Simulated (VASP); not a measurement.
# YbB2 (P6/mmm) in VASP: single point with r2SCAN

Aim: the single point of YbB2 with r2SCAN.

All numbers are computed with VASP 6.6.1; they aren't measurements. Logs are shortened: lines on timing, memory, paths and dates and some standing lists are left out, and cuts for length are marked.

## (1) The cell of the first run

Symmetry: P6/mmm, No. 191, hexagonal system. Conventional cell: a = 3.250 Å, b = 3.250 Å, c = 3.732 Å, α = 90.00°, β = 90.00°, γ = 120.00°. Within 3.5 Å of Yb (site symmetry 6/mmm) lie 12 B at 2.65 Å and 6 Yb at 3.25 Å. B (site symmetry -6m2) has 3 B at 1.88 Å within 2.5 Å.

## (2) Single point, r2SCAN, collinear spin, ferromagnetic start

File POSCAR:

```
YbB2
1.0
    3.2503000000      0.0000000000      0.0000000000
   -1.6251500000      2.8148423699      0.0000000000
    0.0000000000      0.0000000000      3.7315000000
Yb B
1 2
Direct
    0.0000000000      0.0000000000      0.0000000000
    0.6666666667      0.3333333333      0.5000000000
    0.3333333333      0.6666666667      0.5000000000
```

File INCAR.step1:

```
PREC     = Accurate       # precision mode
ENCUT    = 520            # plane-wave cutoff, eV
ISMEAR   = -1             # smearing method
SIGMA    = 0.05           # smearing width, eV
LREAL    = F              # projectors in reciprocal space
LASPH    = T              # aspherical terms in the spheres
NELM     = 150            # most SCF steps
ISPIN    = 2              # spin polarisation
MAGMOM   = 1 0 0          # initial moments
LMAXMIX  = 6              # l up to which the mixer works
NBANDS   = 26             # bands
GGA      = PE             # functional
ALGO     = Normal         # electronic algorithm
EDIFF    = 1E-4           # SCF threshold, eV
LWAVE    = T              # write WAVECAR
LCHARG   = F              # write CHGCAR
```

File INCAR.step2:

```
PREC     = Accurate       # precision mode
ENCUT    = 520            # plane-wave cutoff, eV
EDIFF    = 1E-6           # SCF threshold, eV
ISMEAR   = -1             # smearing method
SIGMA    = 0.05           # smearing width, eV
LREAL    = F              # projectors in reciprocal space
LASPH    = T              # aspherical terms in the spheres
NELM     = 150            # most SCF steps
ALGO     = Normal         # electronic algorithm
ISIF     = 2              # what is computed and relaxed
LWAVE    = F              # write WAVECAR
LCHARG   = F              # write CHGCAR
ISPIN    = 2              # spin polarisation
MAGMOM   = 1 0 0          # initial moments
LORBIT   = 11             # projections on sites
LMAXMIX  = 6              # l up to which the mixer works
METAGGA  = R2SCAN         # meta-GGA
LMIXTAU  = T            
NBANDS   = 26             # bands
ISTART   = 1
```

File KPOINTS:

```
regular mesh
0
Gamma
  13 13 10
```

Potentials or basis: VASP PAW PBE potentials, release 64 (Yb, B).

Launch:

```
> cat potpaw_PBE.64/Yb/POTCAR potpaw_PBE.64/B/POTCAR > POTCAR
> cp INCAR.step1 INCAR
> mpirun -np 1 vasp_std > vasp.out
> cp INCAR.step2 INCAR
> mpirun -np 1 vasp_std > vasp.out
```

OUTCAR:

```text
PREC = Accurate
   ENCUT = 520
   EDIFF = 1E-6
   ISMEAR = -1
   LREAL = F
   LASPH = T
   NELM = 150
   ISIF = 2
   ISPIN = 2
   LORBIT = 11
   METAGGA = R2SCAN
   ISTART = 1

 ion  position               nearest neighbor table
   1  0.000  0.000  0.000-   2 2.65   3 2.65   2 2.65   3 2.65   3 2.65   3 2.65   2 2.65   2 2.65
                             2 2.65   2 2.65   3 2.65   3 2.65
   2  0.667  0.333  0.500-   3 1.88   3 1.88   3 1.88   1 2.65   1 2.65   1 2.65   1 2.65   1 2.65
                             1 2.65
   3  0.333  0.667  0.500-   2 1.88   2 1.88   2 1.88   1 2.65   1 2.65   1 2.65   1 2.65   1 2.65
                             1 2.65

  LATTYP: Found a hexagonal cell.
 ALAT       =     3.2503000000
 C/A-ratio  =     1.1480478725

  Lattice vectors:

 A1 = (   3.2503000000,   0.0000000000,   0.0000000000)
 A2 = (  -1.6251500000,   2.8148423699,   0.0000000000)
 A3 = (   0.0000000000,   0.0000000000,   3.7315000000)

Analysis of symmetry for initial positions (statically):
=====================================================================
 Subroutine PRICEL returns:
 Original cell was already a primitive cell.

 Routine SETGRP: Setting up the symmetry group for a
 hexagonal supercell.

 Subroutine GETGRP returns: Found 24 space group operations
 (whereof 24 operations were pure point group operations)
 out of a pool of 24 trial point group operations.

The static configuration has the point symmetry D_6h.

Analysis of symmetry for dynamics (positions and initial velocities):
=====================================================================
 Subroutine PRICEL returns:
 Original cell was already a primitive cell.

 Routine SETGRP: Setting up the symmetry group for a
 hexagonal supercell.

 Subroutine GETGRP returns: Found 24 space group operations
 (whereof 24 operations were pure point group operations)
 out of a pool of 24 trial point group operations.

The dynamic configuration has the point symmetry D_6h.

Analysis of structural, dynamic, and magnetic symmetry:
=====================================================================
 Subroutine PRICEL returns:
 Original cell was already a primitive cell.

 Routine SETGRP: Setting up the symmetry group for a
 hexagonal supercell.

 Subroutine GETGRP returns: Found 24 space group operations
 (whereof 24 operations were pure point group operations)
 out of a pool of 24 trial point group operations.

The overall configuration has the point symmetry D_6h.

 Subroutine INISYM returns: Found 24 space group operations
 (whereof 24 operations are pure point group operations),
 and found     1 'primitive' translations

----------------------------------------------------------------------------------------

                                     Primitive cell

  volume of cell :      34.1398

  direct lattice vectors                    reciprocal lattice vectors
     3.250300000  0.000000000  0.000000000     0.307663908  0.177629840  0.000000000
    -1.625150000  2.814842370  0.000000000     0.000000000  0.355259680  0.000000000
     0.000000000  0.000000000  3.731500000     0.000000000  0.000000000  0.267988744

  length of vectors
     3.250300000  3.250300000  3.731500000     0.355259680  0.355259680  0.267988744

  position of ions in fractional coordinates (direct lattice)
     0.000000000  0.000000000  0.000000000
     0.666666667  0.333333333  0.500000000
     0.333333333  0.666666667  0.500000000

  ion indices of the primitive-cell ions
   primitive index   ion index
                 1           1
                 2           2
                 3           3

----------------------------------------------------------------------------------------

 KPOINTS: regular mesh

Automatic generation of k-mesh.
 Grid dimensions read from file:
 generate k-points for:   13   13   10

 Generating k-lattice:

  Cartesian coordinates                     Fractional coordinates (reciprocal lattice)
     0.023666454  0.013663834  0.000000000     0.076923077  0.000000000  0.000000000
     0.000000000  0.027327668  0.000000000     0.000000000  0.076923077  0.000000000
     0.000000000  0.000000000  0.026798874     0.000000000  0.000000000  0.100000000

  Length of vectors
     0.027327668  0.027327668  0.026798874

  Shift w.r.t. Gamma in fractional coordinates (k-lattice)
     0.000000000  0.000000000  0.000000000

 Subroutine IBZKPT returns following result:
 ===========================================

 Found    126 irreducible k-points:

 Following reciprocal coordinates:
            Coordinates               Weight
  0.000000  0.000000  0.000000      1.000000
  0.076923  0.000000  0.000000      6.000000
  0.153846  0.000000  0.000000      6.000000
  0.230769  0.000000  0.000000      6.000000
  0.307692  0.000000  0.000000      6.000000
  0.384615  0.000000  0.000000      6.000000
[... 16 lines left out ...]
  0.076923  0.000000  0.100000     12.000000
  0.153846  0.000000  0.100000     12.000000
 [... further k-points ...]
   k-points           NKPTS =    126   k-points in BZ     NKDIM =    126   number of bands    NBANDS=     26
   number of dos      NEDOS =    301   number of ions     NIONS =      3
   total plane-waves  NPLWV =  16128
   dimension x,y,z NGX =    24 NGY =   24 NGZ =   28
   dimension x,y,z NGXF=    48 NGYF=   48 NGZF=   56
   ions per type =               1   2
   NGX,Y,Z   is equivalent  to a cutoff of  12.28, 12.28, 12.47 a.u.
   NGXF,Y,Z  is equivalent  to a cutoff of  24.55, 24.55, 24.95 a.u.
 SYSTEM =  unknown system
   PREC   = accura    normal or accurate (medium, high low for compatibility)
   ISTART =      1    job   : 0-new  1-cont  2-samecut
   ICHARG =      0    charge: 1-file 2-atom 10-const
   ISPIN  =      2    spin polarized calculation?
   LNONCOLLINEAR =      F non collinear calculations
   LSORBIT =      F    spin-orbit coupling
   LASPH  =      T    aspherical Exc in radial PAW
   ENCUT  =  520.0 eV  38.22 Ry    6.18 a.u.   6.04  6.04  6.94*2*pi/ulx,y,z
   NELM   =    150;   NELMIN=  2; NELMDL=  0     # of ELM steps
   EDIFF  = 0.1E-05   stopping-criterion for ELM
   LREAL  =      F    real-space projection
   EDIFFG = 0.1E-04   stopping-criterion for IOM
   NSW    =      0    number of steps for IOM
   IBRION =     -1    ionic relax: 0-MD 1-quasi-New 2-CG
   NFREE  =      0    steps in history (QN), initial steepest desc. (CG)
   ISIF   =      2    stress and relaxation
   ISYM   =      2    0-nonsym 1-usesym 2-fastsym
   POTIM  = 0.5000    time-step for ionic-motion
   TEBEG  =    0.0;   TEEND  =   0.0 temperature during run
   PSTRESS=    0.0 pullay stress
   NELECT =      30.0000    total number of electrons
   NUPDOWN=      -1.0000    fix difference up-down
   EMIN   =  10.00;   EMAX   =-10.00  energy-range for DOS
   EFERMI =   0.00;   METHOD = LEGACY
   ISMEAR =    -1;   SIGMA  =   0.05  broadening in eV -4-tet -1-fermi 0-gaus
   EFERMI_NEDOS =   21; number of points for ismear=-14 and -15
   IALGO  =     38    algorithm
   IMIX   =      4    mixing-type and parameters
     AMIX     =   0.40;   BMIX     =  1.00
     AMIX_MAG =   1.60;   BMIX_MAG =  1.00
  volume/ion in A,a.u.               =      11.38        76.80
  Fermi-wavevector in a.u.,A,eV,Ry     =   1.568056  2.963196 33.454003  2.458800
  Thomas-Fermi vector in A             =   2.670144
   LORBIT       =     11    0 simple, 1 ext, 2 COOP (PROOUT), +10 PAW based schemes
   METAGGA = R2SCAN    functional components
   LHFCALC =     F    Hartree Fock is set to
   AEXX    =    0.0000 exact exchange contribution
   IVDW    =     0    specifies the selected vdW correction
   LEPSILON=     F    determine dielectric tensor
   LRPA    =     F    only Hartree local field effects (RPA)
 spin polarized calculation
  energy-cutoff  :      520.00
  volume of cell :       34.14
 maximum number of plane-waves:       942
   NGX = 13   NGY = 13   NGZ = 13

 number of electron      30.0000000 magnetization       0.0315675

 number of electron      30.0000000 magnetization      -0.0016649

 Free energy of the ion-electron system (eV)
  ---------------------------------------------------
  ext. energy  EPLUGINS =         0.00000000
  ---------------------------------------------------
  free energy    TOTEN  =       -51.70943886 eV

  energy without entropy =      -51.67898306  energy(sigma->0) =      -51.69421096

 E-fermi :   4.0859     XC(G=0): -13.1443

 val. band max:        4.0799623321   @ k =   0.1538   0.0000   0.2000
 cond. band min:       4.0958885001   @ k =   0.3846   0.0769   0.3000
 fundamental gap:      0.0159261680
 Fermi energy:         4.0859267719

 spin component 1

 k-point     1 :       0.0000    0.0000    0.0000
  band No.  band energies     occupation
      1     -48.3921      1.00000
      2     -19.9680      1.00000
      3     -19.6245      1.00000
      4     -19.6244      1.00000
      5      -7.7499      1.00000
      6       2.4163      1.00000
[... 18 lines left out ...]
     25      15.0615      0.00000
     26      21.7551      0.00000
[... 644 lines left out ...]
      4     -19.6690      1.00000
      5      -7.1343      1.00000
      6       1.7713      1.00000
[... 18 lines left out ...]
     25      16.6724      0.00000
     26      23.3401      0.00000

 [... further k-points ...]

 spin component 2

 k-point     1 :       0.0000    0.0000    0.0000
  band No.  band energies     occupation
      1     -48.3931      1.00000
      2     -19.9680      1.00000
      3     -19.6252      1.00000
      4     -19.6251      1.00000
      5      -7.7499      1.00000
      6       2.4174      1.00000
[... 18 lines left out ...]
     25      15.0614      0.00000
     26      21.7545      0.00000
[... 644 lines left out ...]
      4     -19.6696      1.00000
      5      -7.1344      1.00000
      6       1.7714      1.00000
[... 18 lines left out ...]
     25      16.6722      0.00000
     26      23.3395      0.00000

 [... further k-points ...]

------------------------ aborting loop because EDIFF is reached ----------------------------------------

  FORCE on cell =-STRESS in cart. coord.  units (eV):
  Direction    XX          YY          ZZ          XY          YZ          ZX
  --------------------------------------------------------------------------------------
  -------------------------------------------------------------------------------------
  Total       -0.1890712     -0.1890712      1.6328437      0.0000000      0.0000000      0.0000000
  in kB       -8.8730911     -8.8730911     76.6291858      0.0000000      0.0000000      0.0000000
  external PRESSURE =      19.6276679 kB  Pullay stress =       0.0000000 kB

 VOLUME and BASIS-vectors are now :
 -----------------------------------------------------------------------------
  energy-cutoff  :      520.00
  volume of cell :       34.14
      direct lattice vectors                 reciprocal lattice vectors
     3.250300000  0.000000000  0.000000000     0.307663908  0.177629840  0.000000000
    -1.625150000  2.814842370  0.000000000     0.000000000  0.355259680  0.000000000
     0.000000000  0.000000000  3.731500000     0.000000000  0.000000000  0.267988744

 POSITION                                       TOTAL-FORCE (eV/Angst)
 -----------------------------------------------------------------------------------
      0.00000      0.00000      0.00000        -0.000000      0.000000      0.000000
      1.62515      0.93828      1.86575         0.000000     -0.000000      0.000000
     -0.00000      1.87656      1.86575        -0.000000      0.000000     -0.000000
 -----------------------------------------------------------------------------------
    total drift:                               -0.000000      0.000000     -0.000000

  FREE ENERGIE OF THE ION-ELECTRON SYSTEM (eV)
  ---------------------------------------------------
  free  energy   TOTEN  =       -51.7094388645 eV

  energy  without entropy=      -51.6789830562  energy(sigma->0) =      -51.69421096

 total charge

# of ion       s       p       d       f       tot
--------------------------------------------------
    1        2.158   6.131   0.578  13.375  22.243
    2        0.685   1.160   0.000   0.000   1.844
    3        0.685   1.160   0.000   0.000   1.844
--------------------------------------------------
tot          3.527   8.451   0.578  13.375  25.931

 magnetization (x)

# of ion       s       p       d       f       tot
--------------------------------------------------
    1        0.000   0.000   0.000  -0.002  -0.002
    2       -0.000  -0.000   0.000   0.000  -0.000
    3       -0.000  -0.000   0.000   0.000  -0.000
--------------------------------------------------
tot         -0.000  -0.000   0.000  -0.002  -0.002
```

Run time: 9.7 min. Hardware: 1 thread of Intel Xeon 6975P-C (Granite Rapids), shared host; peak memory 0.32 GiB.

Results:

```
Free energy                                           : -51.7094 eV
Pressure                                              : 2.0 GPa
Band gap on the k mesh                                : zero (filled and empty bands overlap)
Net moment                                            : 0.00 μB per cell
Valence electrons inside the program's atomic spheres : Yb 22.24; B 1.84
```

Caveat: the stress differs along the axes, from -1 to 8 GPa; the PAW data sets were made with another functional, which shifts forces and pressure a little; spin-orbit coupling is left out, which moves the levels of the heavy elements. The state reached can hang on the start; a lower one may exist.
